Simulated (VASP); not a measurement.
# Cu (Cmcm) in VASP: notebook

Runs on Cu. Level: PBEsol. Tasks: single point.

Everything below comes from runs of VASP 6.6.1. Logs are shortened: lines on timing, memory, paths and dates and some standing lists are left out, and cuts for length are marked.

### Step 1. The cell of the first run

The structure is orthorhombic, space group Cmcm (No. 63). The conventional cell has a = 2.381 Å, b = 7.920 Å, c = 2.468 Å, α = 90.00°, β = 90.00°, γ = 90.00°. Within 3.1 Å of Cu (site symmetry m2m) lie 10 Cu at 2.38 to 2.51 Å.

### Step 2. Single point, PBEsol (strain -0.0200 x Voigt [1, 0, 0, 0, 0, 0])

INCAR

```
PREC = Accurate
ENCUT = 520
EDIFF = 1E-6
ISMEAR = 0
SIGMA = 0.15
LREAL = False
LASPH = True
NELM = 80
ALGO = Fast
ISIF = 2
LWAVE = False
LCHARG = False
GGA = PS
NBANDS = 18
```

KPOINTS

```
regular mesh
0
Gamma
  26 26 24
```

POSCAR

```
Cu
1.0
    1.1905015948     -3.9598457492      0.0000000000
    1.1905015948      3.9598457492      0.0000000000
    0.0000000000      0.0000000000      2.4677050569
Cu
2
Direct
    0.1338530444      0.8661469556      0.2500000000
    0.8661469556      0.1338530444      0.7500000000
```

Potentials or basis: VASP PAW PBE potentials, release 64 (Cu).

Launch:

```sh
$ cat potpaw_PBE.64/Cu/POTCAR > POTCAR
$ mpirun -np 1 vasp_std > vasp.out
```

OUTCAR:

```text
PREC = Accurate
   ENCUT = 520
   EDIFF = 1E-6
   ISMEAR = 0
   LREAL = False
   LASPH = True
   NELM = 80
   ISIF = 2
   GGA = PS

 ion  position               nearest neighbor table
   1  0.134  0.866  0.250-   2 2.45   2 2.45   2 2.51   2 2.51   2 2.51   2 2.51
   2  0.866  0.134  0.750-   1 2.45   1 2.45   1 2.51   1 2.51   1 2.51   1 2.51

  LATTYP: Found a base centered orthorhombic cell.
 ALAT       =     2.3810031896
 B/A-ratio  =     3.3261994495
 C/A-ratio  =     1.0364140072

  Lattice vectors:

 A1 = (   1.1905015948,  -3.9598457492,   0.0000000000)
 A2 = (   1.1905015948,   3.9598457492,   0.0000000000)
 A3 = (   0.0000000000,   0.0000000000,   2.4677050569)

Analysis of symmetry for initial positions (statically):
=====================================================================
 Subroutine PRICEL returns:
 Original cell was already a primitive cell.

 Routine SETGRP: Setting up the symmetry group for a
 base centered orthorhombic supercell.

 Subroutine GETGRP returns: Found  8 space group operations
 (whereof  4 operations were pure point group operations)
 out of a pool of  8 trial point group operations.

The static configuration has the point symmetry C_2h.
 The point group associated with its full space group is D_2h.

Analysis of symmetry for dynamics (positions and initial velocities):
=====================================================================
 Subroutine PRICEL returns:
 Original cell was already a primitive cell.

 Routine SETGRP: Setting up the symmetry group for a
 base centered orthorhombic supercell.

 Subroutine GETGRP returns: Found  8 space group operations
 (whereof  4 operations were pure point group operations)
 out of a pool of  8 trial point group operations.

The dynamic configuration has the point symmetry C_2h.
 The point group associated with its full space group is D_2h.

 Subroutine INISYM returns: Found  8 space group operations
 (whereof  4 operations are pure point group operations),
 and found     1 'primitive' translations

----------------------------------------------------------------------------------------

                                     Primitive cell

  volume of cell :      23.2665

  direct lattice vectors                    reciprocal lattice vectors
     1.190501595 -3.959845749  0.000000000     0.419991038 -0.126267545  0.000000000
     1.190501595  3.959845749  0.000000000     0.419991038  0.126267545  0.000000000
     0.000000000  0.000000000  2.467705057     0.000000000  0.000000000  0.405234814

  length of vectors
[... 83 lines left out ...]
   LREAL  =      F    real-space projection
   EDIFFG = 0.1E-04   stopping-criterion for IOM
   NSW    =      0    number of steps for IOM
   IBRION =     -1    ionic relax: 0-MD 1-quasi-New 2-CG
   NFREE  =      0    steps in history (QN), initial steepest desc. (CG)
   ISIF   =      2    stress and relaxation
   ISYM   =      2    0-nonsym 1-usesym 2-fastsym
   POTIM  = 0.5000    time-step for ionic-motion
   TEBEG  =    0.0;   TEEND  =   0.0 temperature during run
   PSTRESS=    0.0 pullay stress
   NELECT =      22.0000    total number of electrons
   NUPDOWN=      -1.0000    fix difference up-down
   EMIN   =  10.00;   EMAX   =-10.00  energy-range for DOS
   EFERMI =   0.00;   METHOD = LEGACY
   ISMEAR =     0;   SIGMA  =   0.15  broadening in eV -4-tet -1-fermi 0-gaus
   EFERMI_NEDOS =   21; number of points for ismear=-14 and -15
   IALGO  =     68    algorithm
   IMIX   =      4    mixing-type and parameters
     AMIX     =   0.40;   BMIX     =  1.00
     AMIX_MAG =   1.60;   BMIX_MAG =  1.00
  volume/ion in A,a.u.               =      11.63        78.51
  Fermi-wavevector in a.u.,A,eV,Ry     =   1.606837  3.036482 35.129235  2.581926
  Thomas-Fermi vector in A             =   2.702961
   LORBIT       =      0    0 simple, 1 ext, 2 COOP (PROOUT), +10 PAW based schemes
   GGA     = PS    functional components
   LHFCALC =     F    Hartree Fock is set to
   AEXX    =    0.0000 exact exchange contribution
   IVDW    =     0    specifies the selected vdW correction
   LEPSILON=     F    determine dielectric tensor
   LRPA    =     F    only Hartree local field effects (RPA)
 non-spin polarized calculation
 RMM-DIIS sequential band-by-band and
 Gauss-broadening in eV      SIGMA  =   0.15
  energy-cutoff  :      520.00
  volume of cell :       23.27
 maximum number of plane-waves:       650
   NGX = 15   NGY = 15   NGZ =  9

 number of electron      21.9999988 magnetization

 Free energy of the ion-electron system (eV)
  ---------------------------------------------------
  ext. energy  EPLUGINS =         0.00000000
  ---------------------------------------------------
  free energy    TOTEN  =        -8.29285205 eV

  energy without entropy =       -8.28615429  energy(sigma->0) =       -8.28950317

 E-fermi :   7.5533     XC(G=0): -12.9628

 val. band max:        7.5500845437   @ k =   0.4231   0.0769   0.1250
 cond. band min:       7.5545067347   @ k =   0.5000   0.3846   0.4167
 fundamental gap:      0.0044221910
 Fermi energy:         7.5532932320

 k-point     1 :       0.0000    0.0000    0.0000
  band No.  band energies     occupation
      1      -1.9202      2.00000
      2       2.4428      2.00000
      3       3.1898      2.00000
      4       3.6873      2.00000
      5       4.4588      2.00000
      6       4.7634      2.00000
[... 481 lines left out ...]
      5       4.5462      2.00000
      6       4.6812      2.00000
[... 10 lines left out ...]
     17      28.5078      0.00000
     18      29.6538      0.00000

 [... further k-points ...]

------------------------ aborting loop because EDIFF is reached ----------------------------------------

  FORCE on cell =-STRESS in cart. coord.  units (eV):
  Direction    XX          YY          ZZ          XY          YZ          ZX
  --------------------------------------------------------------------------------------
  -------------------------------------------------------------------------------------
  Total        1.2841709      0.5197232      0.4537671      0.0000000      0.0000000      0.0000000
  in kB       88.4304625     35.7891317     31.2472722      0.0000000      0.0000000      0.0000000
  external PRESSURE =      51.8222888 kB  Pullay stress =       0.0000000 kB

 VOLUME and BASIS-vectors are now :
 -----------------------------------------------------------------------------
  energy-cutoff  :      520.00
  volume of cell :       23.27
      direct lattice vectors                 reciprocal lattice vectors
     1.190501595 -3.959845749  0.000000000     0.419991038 -0.126267545  0.000000000
     1.190501595  3.959845749  0.000000000     0.419991038  0.126267545  0.000000000
     0.000000000  0.000000000  2.467705057     0.000000000  0.000000000  0.405234814

 POSITION                                       TOTAL-FORCE (eV/Angst)
 -----------------------------------------------------------------------------------
      1.19050      2.89977      0.61693         0.000000      0.088928      0.000000
      1.19050     -2.89977      1.85078         0.000000     -0.088928      0.000000
 -----------------------------------------------------------------------------------
    total drift:                                0.000000      0.000000      0.000000

  FREE ENERGIE OF THE ION-ELECTRON SYSTEM (eV)
  ---------------------------------------------------
  free  energy   TOTEN  =        -8.2928520513 eV

  energy  without entropy=       -8.2861542923  energy(sigma->0) =       -8.28950317
```

stdout:

```text
POSCAR found type information on POSCAR Cu
 POSCAR found :  1 types and       2 ions
 scaLAPACK will be used
 -----------------------------------------------------------------------------
|                                                                             |
|                                                                             |
|     You enforced a specific xc type in the INCAR file but a different       |
|     I HOPE YOU KNOW WHAT YOU ARE DOING!                                     |
|                                                                             |
 -----------------------------------------------------------------------------

 LDA part: xc-table for (Slater+PW92), standard interpolation
 POSCAR, INCAR and KPOINTS ok, starting setup
 FFT: planning ... GRIDC
 FFT: planning ... GRID_SOFT
 FFT: planning ... GRID
 WAVECAR not read
 entering main loop
WARNING in EDDRMM: call to ZHEGV failed, returncode =   6  3     15
WARNING in EDDRMM: call to ZHEGV failed, returncode =   8  4     17
WARNING in EDDRMM: call to ZHEGV failed, returncode =   8  4     17
WARNING in EDDRMM: call to ZHEGV failed, returncode =   8  4     16
WARNING in EDDRMM: call to ZHEGV failed, returncode =   6  3     16
WARNING in EDDRMM: call to ZHEGV failed, returncode =   6  3     17
WARNING in EDDRMM: call to ZHEGV failed, returncode =   6  3     16
WARNING in EDDRMM: call to ZHEGV failed, returncode =   8  4     17
WARNING in EDDRMM: call to ZHEGV failed, returncode =   6  3     16
WARNING in EDDRMM: call to ZHEGV failed, returncode =   8  4     18
```

Wall time 9.9 min (1 thread of Intel Xeon Platinum 8488C (Sapphire Rapids), shared host); peak memory 0.86 GiB.

What came out:

```yaml
Free_energy: -8.2929 eV
Pressure: 5.2 GPa
Largest_force: 0.089 eV/Å
Band_gap_on_the_k_mesh: zero (bands 11 and 12 overlap by 5.74 eV)
```

Forces on the atoms (eV/Å):
```
Cu   0.000  0.089  0.000
Cu   0.000 -0.089  0.000
```

Stress tensor (GPa, compression positive):
```
8.84 0.00 0.00
0.00 3.58 0.00
0.00 0.00 3.12
```

Caveat: the cell differs from its parent crystal (strain -0.0200 x Voigt [1, 0, 0, 0, 0, 0]); the cell stands under pressure; the PAW data sets were made with another functional, which shifts forces and pressure a little.

### Step 3. Single point, PBEsol

INCAR

```
SYSTEM = Cu
PREC = Accurate
ENCUT = 600
EDIFF = 1E-6
ISMEAR = 0
SIGMA = 0.15
LREAL = .False.
LASPH = .True.
NELM = 120
ALGO = Normal
ISIF = 2
LWAVE = .False.
LCHARG = .False.
GGA = PS
NBANDS = 18
GGA_COMPAT = .False.
```

KPOINTS

```
Automatic mesh
0
Gamma
  26 26 24
  0 0 0
```

POSCAR is that of step 2.

Potentials or basis: VASP PAW PBE potentials, release 64 (Cu).

Launch:

```sh
$ cat potpaw_PBE.64/Cu/POTCAR > POTCAR
$ mpirun -np 1 vasp_std > vasp.out
```

It took 13 min on 1 thread of Intel Xeon 6975P-C (Granite Rapids), shared host; peak memory 1 GiB.

It converged, with:

```yaml
Free_energy: -8.2931 eV
Pressure: 4.0 GPa
Largest_force: 0.088 eV/Å
Band_gap_on_the_k_mesh: zero (bands 11 and 12 overlap by 5.74 eV)
```

Forces on the atoms (eV/Å):
```
Cu   0.000  0.088  0.000
Cu   0.000 -0.088  0.000
```

Stress tensor (GPa, compression positive):
```
7.64 0.00 0.00
0.00 2.38 0.00
0.00 0.00 1.91
```

Levels at points of the mesh, in eV from the Fermi level:
```
           k point  band 8  band 9  band 10  band 11  band 12  band 13  band 14  band 15
(0.00, 0.00, 0.00)   -1.98   -1.80    -1.66    -1.43    -0.22     4.85    14.66    19.41
(0.50, 0.00, 0.00)   -2.52   -2.16    -1.66    -0.37     1.51     2.72     7.20    13.14
(0.50, 0.50, 0.00)   -2.36   -2.31    -1.89    -1.57    -1.50    13.64    15.36    16.55
(0.00, 0.00, 0.50)   -2.68   -1.68    -1.68    -0.04    -0.04     8.17     8.17     9.45
(0.50, 0.00, 0.50)   -1.82   -1.22    -1.22     3.84     3.84     7.70     7.70     9.93
(0.50, 0.50, 0.50)   -1.95   -1.57    -1.57    -1.11    -1.11     3.72     3.72    17.89
```

Caveat: the cell stands under pressure; the PAW data sets were made with another functional, which shifts forces and pressure a little.

### Step 4. Single point, PBEsol (strain -0.0400 x Voigt [1, 0, 0, 0, 0, 0])

INCAR

```
PREC = Accurate
ENCUT = 520
EDIFF = 1E-7
ISMEAR = 0
SIGMA = 0.15
LREAL = False
LASPH = True
NELM = 80
ALGO = Fast
ISIF = 2
LWAVE = False
LCHARG = True
GGA = PS
LELF = True
LVHAR = True
NBANDS = 18
```

KPOINTS

```
regular mesh
0
Gamma
  26 26 24
```

POSCAR

```
Cu
1.0
    1.1662056439     -3.9598457492      0.0000000000
    1.1662056439      3.9598457492      0.0000000000
    0.0000000000      0.0000000000      2.4677050569
Cu
2
Direct
    0.1338530444      0.8661469556      0.2500000000
    0.8661469556      0.1338530444      0.7500000000
```

Launch:

```sh
$ cat potpaw_PBE.64/Cu/POTCAR > POTCAR
$ mpirun -np 1 vasp_std > vasp.out
```

Run time: 24 min. Hardware: 1 thread of Intel Xeon 8259CL, shared host; peak memory 0.85 GiB.

It converged, with:

| Quantity | Value |
| --- | --- |
| Free energy | -8.2578 eV |
| Pressure | 7.5 GPa |
| Largest force | 0.175 eV/Å |
| Band gap on the k mesh | zero (bands 11 and 12 overlap by 5.87 eV) |

Forces in eV/Å, atoms in the order of the input:
```
Cu   0.000  0.175  0.000
Cu   0.000 -0.175  0.000
```

Stress tensor (GPa, compression positive):
```
16.07  0.00  0.00
 0.00  3.80  0.00
 0.00  0.00  2.64
```

Levels at points of the mesh, in eV from the Fermi level:
| k point | band 9 | band 10 | band 11 | band 12 | band 13 | band 14 |
| --- | --- | --- | --- | --- | --- | --- |
| (0.00, 0.00, 0.00) | -1.80 | -1.66 | -1.46 | -0.37 | 4.81 | 14.50 |
| (0.50, 0.00, 0.00) | -2.22 | -1.70 | -0.27 | 1.69 | 2.92 | 7.46 |
| (0.50, 0.50, 0.00) | -2.34 | -1.89 | -1.57 | -1.50 | 13.53 | 15.29 |
| (0.00, 0.00, 0.50) | -1.68 | -1.68 | -0.10 | -0.10 | 8.07 | 8.07 |
| (0.50, 0.00, 0.50) | -1.19 | -1.19 | 3.96 | 3.96 | 7.86 | 7.86 |
| (0.50, 0.50, 0.50) | -1.62 | -1.62 | -1.25 | -1.25 | 3.68 | 3.68 |

Caveat: the cell differs from its parent crystal (strain -0.0400 x Voigt [1, 0, 0, 0, 0, 0]); the cell stands under pressure; the PAW data sets were made with another functional, which shifts forces and pressure a little.

### Step 5. The runs side by side

```tsv
cell	cutoff (eV)	gap on the mesh (eV)	pressure (GPa)	largest force (eV/Å)
a = 4.135, b = 4.135, c = 2.468 Å, angles 90.0, 90.0, 146.5°, 2 atoms	520	none	5.2	0.09
a = 4.135, b = 4.135, c = 2.468 Å, angles 90.0, 90.0, 146.5°, 2 atoms	600	none	4.0	0.09
a = 4.128, b = 4.128, c = 2.468 Å, angles 90.0, 90.0, 147.2°, 2 atoms	520	none	7.5	0.17
```

Alike in all rows: task single point; level PBEsol; potentials or basis VASP PAW PBE potentials, release 64 (Cu); no spin polarisation; k mesh 26 × 26 × 24; smearing gaussian 0.15 eV.

Caveats: the cell stands under pressure; the PAW data sets were made with another functional, which shifts forces and pressure a little.

Absolute energies hang on the potentials; compare differences alone.
